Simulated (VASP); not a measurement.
# BN (eos) (F-43m) in VASP: a series of runs

The runs below take BN (eos) through single point, with LDA.

Everything below comes from runs of VASP 6.6.1. Logs are shortened: lines on timing, memory, paths and dates and some standing lists are left out, and cuts for length are marked.

### 1 The cell of the first run

The structure is cubic, space group F-43m (No. 216). The conventional cell has a = 3.580 Å, b = 3.580 Å, c = 3.580 Å, α = 90.00°, β = 90.00°, γ = 90.00°. B (site symmetry -43m) has 4 N at 1.55 Å within 2.1 Å. N (site symmetry -43m) has 4 B at 1.55 Å within 2.1 Å.

### 2 Single point, LDA

File INCAR:

```
PREC = Accurate
ENCUT = 600
EDIFF = 1E-6
ISMEAR = 0
SIGMA = 0.1
LREAL = F
LASPH = T
NELM = 120
ALGO = Normal
ISIF = 2
LWAVE = F
LCHARG = F
NBANDS = 11
GGA_COMPAT = F
```

File KPOINTS:

```
regular mesh
0
Gamma
  10 10 10
```

File POSCAR:

```
BN
1.0
    0.0000000000      1.7899407110      1.7899407110
    1.7899407110      0.0000000000      1.7899407110
    1.7899407110      1.7899407110      0.0000000000
B N
1 1
Direct
    0.0000000000      0.0000000000      0.0000000000
    0.2500000000      0.2500000000      0.2500000000
```

Potentials or basis: VASP PAW LDA potentials, release 64 (B, N).

The run is started by

```console
cat potpaw_LDA.64/B/POTCAR potpaw_LDA.64/N/POTCAR > POTCAR
mpirun -np 1 vasp_std > vasp.out
```

OUTCAR:

```text
PREC = Accurate
   ENCUT = 600
   EDIFF = 1E-6
   ISMEAR = 0
   LREAL = F
   LASPH = T
   NELM = 120
   ISIF = 2

 ion  position               nearest neighbor table
   1  0.000  0.000  0.000-   2 1.55   2 1.55   2 1.55   2 1.55
   2  0.250  0.250  0.250-   1 1.55   1 1.55   1 1.55   1 1.55

  LATTYP: Found a face centered cubic cell.
 ALAT       =     3.5798814220

  Lattice vectors:

 A1 = (   0.0000000000,   1.7899407110,   1.7899407110)
 A2 = (   1.7899407110,   0.0000000000,   1.7899407110)
 A3 = (   1.7899407110,   1.7899407110,   0.0000000000)

Analysis of symmetry for initial positions (statically):
=====================================================================
 Subroutine PRICEL returns:
 Original cell was already a primitive cell.

 Routine SETGRP: Setting up the symmetry group for a
 face centered cubic supercell.

 Subroutine GETGRP returns: Found 24 space group operations
 (whereof 24 operations were pure point group operations)
 out of a pool of 48 trial point group operations.

The static configuration has the point symmetry T_d .

Analysis of symmetry for dynamics (positions and initial velocities):
=====================================================================
 Subroutine PRICEL returns:
 Original cell was already a primitive cell.

 Routine SETGRP: Setting up the symmetry group for a
 face centered cubic supercell.

 Subroutine GETGRP returns: Found 24 space group operations
 (whereof 24 operations were pure point group operations)
 out of a pool of 48 trial point group operations.

The dynamic configuration has the point symmetry T_d .

 Subroutine INISYM returns: Found 24 space group operations
 (whereof 24 operations are pure point group operations),
 and found     1 'primitive' translations

----------------------------------------------------------------------------------------

                                     Primitive cell

  volume of cell :      11.4695

  direct lattice vectors                    reciprocal lattice vectors
     0.000000000  1.789940711  1.789940711    -0.279338861  0.279338861  0.279338861
     1.789940711  0.000000000  1.789940711     0.279338861 -0.279338861  0.279338861
     1.789940711  1.789940711  0.000000000     0.279338861  0.279338861 -0.279338861

  length of vectors
     2.531358429  2.531358429  2.531358429     0.483829100  0.483829100  0.483829100

  position of ions in fractional coordinates (direct lattice)
     0.000000000  0.000000000  0.000000000
     0.250000000  0.250000000  0.250000000

  ion indices of the primitive-cell ions
   primitive index   ion index
                 1           1
                 2           2

----------------------------------------------------------------------------------------

 KPOINTS: regular mesh

Automatic generation of k-mesh.
 Grid dimensions read from file:
 generate k-points for:   10   10   10

 Generating k-lattice:

  Cartesian coordinates                     Fractional coordinates (reciprocal lattice)
    -0.027933886  0.027933886  0.027933886     0.100000000  0.000000000  0.000000000
     0.027933886 -0.027933886  0.027933886     0.000000000  0.100000000  0.000000000
     0.027933886  0.027933886 -0.027933886     0.000000000  0.000000000  0.100000000

  Length of vectors
     0.048382910  0.048382910  0.048382910

  Shift w.r.t. Gamma in fractional coordinates (k-lattice)
     0.000000000  0.000000000  0.000000000

 Subroutine IBZKPT returns following result:
 ===========================================

 Found     47 irreducible k-points:

 Following reciprocal coordinates:
            Coordinates               Weight
  0.000000  0.000000  0.000000      1.000000
  0.100000  0.000000  0.000000      8.000000
  0.200000  0.000000  0.000000      8.000000
  0.300000  0.000000  0.000000      8.000000
  0.400000  0.000000  0.000000      8.000000
  0.500000  0.000000  0.000000      4.000000
[... 16 lines left out ...]
  0.300000  0.300000  0.000000      6.000000
  0.400000  0.300000  0.000000     24.000000
 [... further k-points ...]
   k-points           NKPTS =     47   k-points in BZ     NKDIM =     47   number of bands    NBANDS=     11
   number of dos      NEDOS =    301   number of ions     NIONS =      2
   total plane-waves  NPLWV =   8000
   dimension x,y,z NGX =    20 NGY =   20 NGZ =   20
   dimension x,y,z NGXF=    40 NGYF=   40 NGZF=   40
   ions per type =               1   1
   NGX,Y,Z   is equivalent  to a cutoff of  13.13, 13.13, 13.13 a.u.
   NGXF,Y,Z  is equivalent  to a cutoff of  26.27, 26.27, 26.27 a.u.
 SYSTEM =  unknown system
   PREC   = accura    normal or accurate (medium, high low for compatibility)
   ISTART =      0    job   : 0-new  1-cont  2-samecut
   ICHARG =      2    charge: 1-file 2-atom 10-const
   ISPIN  =      1    spin polarized calculation?
   LNONCOLLINEAR =      F non collinear calculations
   LSORBIT =      F    spin-orbit coupling
   LASPH  =      T    aspherical Exc in radial PAW
   ENCUT  =  600.0 eV  44.10 Ry    6.64 a.u.   5.06  5.06  5.06*2*pi/ulx,y,z
   NELM   =    120;   NELMIN=  2; NELMDL= -5     # of ELM steps
   EDIFF  = 0.1E-05   stopping-criterion for ELM
   LREAL  =      F    real-space projection
   EDIFFG = 0.1E-04   stopping-criterion for IOM
   NSW    =      0    number of steps for IOM
   IBRION =     -1    ionic relax: 0-MD 1-quasi-New 2-CG
   NFREE  =      0    steps in history (QN), initial steepest desc. (CG)
   ISIF   =      2    stress and relaxation
   ISYM   =      2    0-nonsym 1-usesym 2-fastsym
   POTIM  = 0.5000    time-step for ionic-motion
   TEBEG  =    0.0;   TEEND  =   0.0 temperature during run
   PSTRESS=    0.0 pullay stress
   NELECT =       8.0000    total number of electrons
   NUPDOWN=      -1.0000    fix difference up-down
   EMIN   =  10.00;   EMAX   =-10.00  energy-range for DOS
   EFERMI =   0.00;   METHOD = LEGACY
   ISMEAR =     0;   SIGMA  =   0.10  broadening in eV -4-tet -1-fermi 0-gaus
   EFERMI_NEDOS =   21; number of points for ismear=-14 and -15
   IALGO  =     38    algorithm
   IMIX   =      4    mixing-type and parameters
     AMIX     =   0.40;   BMIX     =  1.00
     AMIX_MAG =   1.60;   BMIX_MAG =  1.00
  volume/ion in A,a.u.               =       5.73        38.70
  Fermi-wavevector in a.u.,A,eV,Ry     =   1.451854  2.743606 28.679436  2.107879
  Thomas-Fermi vector in A             =   2.569303
   LORBIT       =      0    0 simple, 1 ext, 2 COOP (PROOUT), +10 PAW based schemes
   GGA     = CA    functional components
   LHFCALC =     F    Hartree Fock is set to
   AEXX    =    0.0000 exact exchange contribution
   IVDW    =     0    specifies the selected vdW correction
   LEPSILON=     F    determine dielectric tensor
   LRPA    =     F    only Hartree local field effects (RPA)
 non-spin polarized calculation
 Gauss-broadening in eV      SIGMA  =   0.10
  energy-cutoff  :      600.00
  volume of cell :       11.47
 maximum number of plane-waves:       392
   NGX = 11   NGY = 11   NGZ = 11

 number of electron       7.9999999 magnetization

 Free energy of the ion-electron system (eV)
  ---------------------------------------------------
  ext. energy  EPLUGINS =         0.00000000
  ---------------------------------------------------
  free energy    TOTEN  =       -19.41626281 eV

  energy without entropy =      -19.41626281  energy(sigma->0) =      -19.41626281

 E-fermi :   8.1595     XC(G=0): -13.2462

 val. band max:        7.7587443628   @ k =   0.0000   0.0000   0.0000
 cond. band min:      12.1368364764   @ k =   0.5000   0.5000   0.0000
 fundamental gap:      4.3780921136
 Fermi energy:         8.1594595116

 k-point     1 :       0.0000    0.0000    0.0000
  band No.  band energies     occupation
      1     -12.6457      2.00000
      2       7.7587      2.00000
      3       7.7587      2.00000
      4       7.7587      2.00000
      5      16.5806      0.00000
      6      16.5806      0.00000
      7      16.5806      0.00000
      8      18.6785      0.00000
      9      32.8057      0.00000
     10      35.9090      0.00000
     11      35.9090      0.00000

 k-point     2 :       0.1000    0.0000    0.0000
  band No.  band energies     occupation
      1     -12.3962      2.00000
      2       6.4730      2.00000
      3       7.4945      2.00000
      4       7.4945      2.00000
      5      16.9381      0.00000
      6      16.9777      0.00000
      7      16.9777      0.00000
      8      19.4002      0.00000
      9      32.3517      0.00000
     10      33.1155      0.00000
     11      33.1155      0.00000

 k-point     3 :       0.2000    0.0000    0.0000
  band No.  band energies     occupation
      1     -11.6599      2.00000
      2       3.7122      2.00000
      3       6.9029      2.00000
      4       6.9029      2.00000
      5      17.4547      0.00000
      6      17.7934      0.00000
      7      17.7934      0.00000
      8      20.9304      0.00000
      9      31.5158      0.00000
     10      31.6046      0.00000
     11      31.6046      0.00000

 k-point     4 :       0.3000    0.0000    0.0000
  band No.  band energies     occupation
      1     -10.4897      2.00000
      2       0.6886      2.00000
      3       6.3070      2.00000
      4       6.3070      2.00000
      5      17.9147      0.00000
      6      18.3630      0.00000
      7      18.3630      0.00000
      8      22.1817      0.00000
      9      31.0697      0.00000
     10      31.8699      0.00000
     11      31.8699      0.00000
[... 239 lines left out ...]
 k-point    22 :      -0.2000    0.2000    0.0000
  band No.  band energies     occupation
      1     -10.1031      2.00000
      2       1.5066      2.00000
      3       3.3678      2.00000
      4       6.4185      2.00000
      5      18.4303      0.00000
      6      18.7855      0.00000
      7      19.4081      0.00000
      8      21.8324      0.00000
      9      29.1593      0.00000
     10      30.1144      0.00000
     11      34.9275      0.00000

 k-point    23 :       0.3000    0.3000    0.0000
  band No.  band energies     occupation
      1      -9.7888      2.00000
      2       2.5483      2.00000
      3       3.9632      2.00000
      4       3.9632      2.00000
      5      13.8854      0.00000
      6      18.6599      0.00000
      7      22.6470      0.00000
      8      22.6470      0.00000
      9      26.7499      0.00000
     10      35.4807      0.00000
     11      40.0911      0.00000

 k-point    24 :       0.4000    0.3000    0.0000
  band No.  band energies     occupation
      1      -8.7389      2.00000
      2       0.9293      2.00000
      3       3.1037      2.00000
      4       3.5424      2.00000
      5      13.8328      0.00000
      6      18.4848      0.00000
      7      23.4654      0.00000
      8      23.5075      0.00000
      9      27.6732      0.00000
     10      35.1723      0.00000
     11      39.9061      0.00000

 [... further k-points ...]
[... 5 lines left out ...]
  --------------------------------------------------------------------------------------
  -------------------------------------------------------------------------------------
  Total        0.0706944      0.0706944      0.0706944      0.0000000     -0.0000000      0.0000000
  in kB        9.8752889      9.8752889      9.8752889      0.0000000     -0.0000000      0.0000000
  external PRESSURE =       9.8752889 kB  Pullay stress =       0.0000000 kB

 VOLUME and BASIS-vectors are now :
 -----------------------------------------------------------------------------
  energy-cutoff  :      600.00
  volume of cell :       11.47
      direct lattice vectors                 reciprocal lattice vectors
     0.000000000  1.789940711  1.789940711    -0.279338861  0.279338861  0.279338861
     1.789940711  0.000000000  1.789940711     0.279338861 -0.279338861  0.279338861
     1.789940711  1.789940711  0.000000000     0.279338861  0.279338861 -0.279338861

 POSITION                                       TOTAL-FORCE (eV/Angst)
 -----------------------------------------------------------------------------------
      0.00000      0.00000      0.00000        -0.000000     -0.000000      0.000000
      0.89497      0.89497      0.89497         0.000000      0.000000     -0.000000
 -----------------------------------------------------------------------------------
    total drift:                               -0.000000     -0.000000     -0.000000

  FREE ENERGIE OF THE ION-ELECTRON SYSTEM (eV)
  ---------------------------------------------------
  free  energy   TOTEN  =       -19.4162628081 eV

  energy  without entropy=      -19.4162628081  energy(sigma->0) =      -19.41626281
```

It took 4 s on 1 thread of Intel Xeon Platinum 8375C at 2.90GHz (Ice Lake), shared host; peak memory 0.11 GiB.

Results:

- Free energy: -19.4163 eV
- Pressure: 1.0 GPa
- Band gap on the k mesh: 4.38 eV, indirect (least direct gap 8.82 eV)

Levels at points of the mesh, in eV from the valence-band top:
| k point | band 1 | band 2 | band 3 | band 4 | band 5 | band 6 | band 7 | band 8 | band 9 |
| --- | --- | --- | --- | --- | --- | --- | --- | --- | --- |
| (0.00, 0.00, 0.00) | -20.40 | 0.00 | 0.00 | 0.00 | 8.82 | 8.82 | 8.82 | 10.92 | 25.05 |
| (0.50, 0.00, 0.00) | -15.98 | -10.98 | -2.00 | -2.00 | 10.60 | 10.73 | 10.73 | 15.31 | 23.51 |
| (0.50, 0.50, 0.00) | -14.57 | -9.08 | -5.07 | -5.07 | 4.38 | 9.31 | 18.15 | 18.15 | 21.01 |

### 3 Single point, LDA (volume scaled by 0.94)

File INCAR:

```
SYSTEM = BN
ALGO = Normal
EDIFF = 1E-6
ENCUT = 600
GGA = CA
GGA_COMPAT = .FALSE.
ISIF = 2
ISMEAR = 0
LASPH = .TRUE.
LCHARG = .TRUE.
LELF = .TRUE.
LREAL = .FALSE.
LVHAR = .TRUE.
LWAVE = .FALSE.
NBANDS = 11
NELM = 120
PREC = Accurate
SIGMA = 0.02
```

File KPOINTS:

```
k-points
0
G
  12 12 12
  0 0 0
```

File POSCAR:

```
BN
1.0
    0.0000000000      1.7534010559      1.7534010559
    1.7534010559      0.0000000000      1.7534010559
    1.7534010559      1.7534010559      0.0000000000
B N
1 1
Direct
    0.0000000000      0.0000000000      0.0000000000
    0.2500000000      0.2500000000      0.2500000000
```

Potentials or basis: VASP PAW LDA potentials, release 64 (B, N).

The run is started by

```console
cat potpaw_LDA.64/B/POTCAR potpaw_LDA.64/N/POTCAR > POTCAR
mpirun -np 1 vasp_std > vasp.out
```

Wall time 5.6 s (1 thread of Intel Xeon Platinum 8375C at 2.90GHz (Ice Lake), shared host); peak memory 0.12 GiB.

It converged, with:

```
Free energy            : -19.3524 eV
Pressure               : 29.1 GPa
Band gap on the k mesh : 4.45 eV, indirect (least direct gap 9.11 eV)
```

Levels at points of the mesh, in eV from the valence-band top:
```tsv
k point	band 1	band 2	band 3	band 4	band 5	band 6	band 7	band 8
(0.00, 0.00, 0.00)	-21.14	0.00	0.00	0.00	9.11	9.11	9.11	11.96
(0.50, 0.00, 0.00)	-16.41	-11.58	-2.13	-2.13	11.06	11.06	11.44	15.94
(0.50, 0.50, 0.00)	-14.91	-9.50	-5.39	-5.39	4.45	9.66	19.13	19.13
```

(Continued in part 2 of 2.)
